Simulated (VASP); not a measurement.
A run of VASP 6.6.1:

The input INCAR:

```
SYSTEM = AlCo3
PREC = Accurate
ENCUT = 520
EDIFF = 1E-6
ISMEAR = 0
SIGMA = 0.1
LREAL = .FALSE.
LASPH = .TRUE.
NELM = 150
ALGO = Fast
ISIF = 2
LWAVE = .FALSE.
LCHARG = .TRUE.
ISPIN = 2
MAGMOM = 0 4.5 4.5 4.5
LORBIT = 11
LMAXMIX = 4
GGA = PS
LELF = .TRUE.
LVHAR = .TRUE.
NBANDS = 27
```

Contents of KPOINTS:

```
Automatic mesh
0
G
  12 12 12
  0 0 0
```

File POSCAR:

```
AlCo3
1.0
    3.5749480000      0.0000000000      0.0000000000
    0.0000000000      3.5749480000      0.0000000000
    0.0000000000      0.0000000000      3.5749480000
Al Co
1 3
Direct
    0.0000000000      0.0000000000      0.0000000000
    0.5000000000      0.5000000000      0.0000000000
    0.5000000000      0.0000000000      0.5000000000
    0.0000000000      0.5000000000      0.5000000000
```

Potentials or basis: VASP PAW PBE potentials, release 64 (Al, Co).

The run is started by

```bash
$ cat potpaw_PBE.64/Al/POTCAR potpaw_PBE.64/Co/POTCAR > POTCAR
$ mpirun -np 1 vasp_std > vasp.out
```

Hardware: 1 thread of AMD EPYC 9R45 96-Core Processor (Zen 5) (shared host).

Task: Estimate the wall time of this run.

Result: It took 96 s on 1 thread of AMD EPYC 9R45 96-Core Processor (Zen 5), on a shared host, peak memory 0.25 GiB. Counts: scf iterations 17, k points 84.
